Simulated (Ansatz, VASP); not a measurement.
## Two plane-wave programs on Ge

```
Ge
1.0
     3.99581    0.00000    0.00000
    -1.99790    3.46047    0.00000
     0.00000    0.00000    6.60253
Ge
4
Direct
  0.66667 0.33333 0.06297
  0.33333 0.66667 0.56297
  0.66667 0.33333 0.43703
  0.33333 0.66667 0.93703
```

Alike in both runs: functional r2SCAN; k mesh 12 × 12 × 6; occupations gaussian, width 0.1 eV; no spin polarisation.

Ansatz relaxed the structure, and its values are those at the end. VASP's run is a single point on that final structure, the one shown.

|  | VASP | Ansatz |
| --- | --- | --- |
| version | VASP 6.6.1 | Ansatz 0.2.0 |
| potentials or method | VASP PAW PBE potentials, release 64 (Ge_d), cutoff 520 eV | scalar-relativistic, plane waves, PAW |
| valence electrons in the cell | 56 | 56 |

|  | VASP | Ansatz | Ansatz less VASP |
| --- | --- | --- | --- |
| gap on the k mesh at the Fermi level (eV) | 0.08 | 0.10 | +0.021 |
| least direct gap on the mesh (eV) | 0.08 | 0.10 | +0.021 |
| pressure (GPa) | 0.1 | 0.0 | -0.07 |
| rms of the force components (eV/Å) | 0.004 | 0.000 | -0.0034 |

VASP's potentials were made for PBE, not for r2SCAN. The functional is the same, so the differences come from potentials, cutoffs and numerics.
